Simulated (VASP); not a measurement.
Crystal: Pt.

```
CELL_PARAMETERS angstrom
0.00000 3.56137 3.56137
3.56137 0.00000 3.56137
3.56137 3.56137 0.00000
ATOMIC_POSITIONS crystal
Pt 0.12500 0.62500 0.12500
Pt 0.12500 0.12500 0.62500
Pt 0.12500 0.12500 0.12500
Pt 0.62500 0.12500 0.12500
Pt 0.50000 0.50000 0.50000
Pt 0.75000 0.75000 0.75000
```

- Program: VASP 6.6.1
- Task: relaxation of cell and atoms
- Functional: PBE
- Potentials or basis: VASP PAW PBE potentials, release 64 (Pt)
- Cutoff: 600 eV
- k mesh: 4 × 4 × 4
- Occupations: gaussian, width 0.1 eV
- Spin: no spin polarisation

At the start: pressure 30.3 GPa; volume 15.06 Å³/atom.

Task: How do energy, volume and symmetry change on relaxing?

Result: Over 5 steps the energy falls by 143.0 meV/atom and the volume is 16.75 Å³/atom (+11.2 %); space group Fd-3m (No. 227, to 0.05 Å).

The path:
| step | energy change (eV) | largest force (eV/Å) | pressure (GPa) | volume (Å³) |
| --- | --- | --- | --- | --- |
| 1 | 0.0000 | 0.0000 | 30.29 | 90.34 |
| 2 | 2.9198 | 0.0000 | -27.26 | 132.90 |
| 3 | -0.8478 | 0.0000 | -2.55 | 101.75 |
| 4 | -0.8576 | 0.0000 | -0.48 | 100.73 |
| 5 | -0.8579 | 0.0000 | 0.01 | 100.50 |

Final structure:
```
Pt
1.0
     0.00000    3.69011    3.69011
     3.69011    0.00000    3.69011
     3.69011    3.69011    0.00000
Pt
6
Direct
  0.12500 0.62500 0.12500
  0.12500 0.12500 0.62500
  0.12500 0.12500 0.12500
  0.62500 0.12500 0.12500
  0.50000 0.50000 0.50000
  0.75000 0.75000 0.75000
```

Caveat: the k points lie up to 0.37 Å⁻¹ apart in the final cell.
